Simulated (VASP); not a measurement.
The system is MgO.

```xyz
2
Lattice="2.7558 0.0000 0.0000 0.0000 2.7558 0.0000 0.0000 0.0000 2.6233" Properties=species:S:1:pos:R:3 pbc="T T T"
Mg    0.0000    0.0000    0.0000
O     1.3779    1.3779    1.3117
```

This cell differs from its parent crystal: biaxial xy strain +5.0%.

Base run:

```yaml
Program: VASP 6.6.1
Functional: PBE
Potentials_or_basis: VASP PAW PBE potentials, release 64 (Mg, O)
Cutoff: 520 eV
k_mesh: 10 × 10 × 10
Occupations: fermi-dirac, width 0.02 eV
Spin: no spin polarisation
```

Its results: band gap on the k mesh 1.38 eV (least direct gap 2.14 eV); pressure -7.4 GPa.

**Question.** The run is repeated on the same cell with these changes: functional from PBE to r2SCAN; occupations from fermi-dirac, width 0.02 eV to gaussian, width 0.01 eV. What comes out?

**Answer.** Band gap on the k mesh 2.16 eV (least direct gap 2.95 eV); pressure -13.4 GPa.

Caveats: the cell stands under tension; the PAW data sets were made with another functional, which shifts forces and pressure a little (at least some runs).

A k mesh can miss the band edges.
